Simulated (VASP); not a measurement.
Wanted: the native input for a VASP 6.6.1 run.

| Property | Result |
| --- | --- |
| Task | single point |
| Functional | PBE |
| Potentials or basis | VASP PAW PBE potentials, release 64 (In_d, O) |
| Cutoff | 520 eV |
| k mesh | 10 × 10 × 10 |
| Occupations | fermi-dirac, width 0.0612256 eV |
| Spin | no spin polarisation |
| Dipole correction | no |
| Further INCAR settings | ALGO = Normal; EDIFF = 1e-07; NBANDS = 23 |

The structure of In2O (antifluorite type) lies in POSCAR:

```
In2O
1.0
    0.0000000000      3.2270960057      3.2270960057
    3.2270960057      0.0000000000      3.2270960057
    3.2270960057      3.2270960057      0.0000000000
In O
2 1
Direct
    0.2500000000      0.2500000000      0.2500000000
    0.7500000000      0.7500000000      0.7500000000
    0.0000000000      0.0000000000      0.0000000000
```

These files were run (other wordings do the same):

INCAR

```
PREC = Accurate
ENCUT = 520
EDIFF = 1E-7
ISMEAR = -1
SIGMA = 0.06122561905347299
LREAL = F
LASPH = T
NELM = 100
ALGO = Normal
ISIF = 2
LWAVE = F
LCHARG = F
GGA = PE
NBANDS = 23
```

KPOINTS

```
Automatic mesh
0
Gamma
  10 10 10
```

Potentials or basis: VASP PAW PBE potentials, release 64 (In_d, O).

The run is started by

```bash
$ cat potpaw_PBE.64/In_d/POTCAR potpaw_PBE.64/O/POTCAR > POTCAR
$ mpirun -np 1 vasp_std > vasp.out
```

Results of the run:

```json
{
 "Pressure": "-0.9 GPa",
 "Band gap on the k mesh": "zero (bands 16 and 17 overlap by 1.64 eV)"
}
```

Caveat: spin-orbit coupling is left out, which moves the levels of the heavy elements.

Run time: 2.7 min on 1 thread of Intel Xeon 8259CL, on a shared host, peak memory 0.23 GiB.
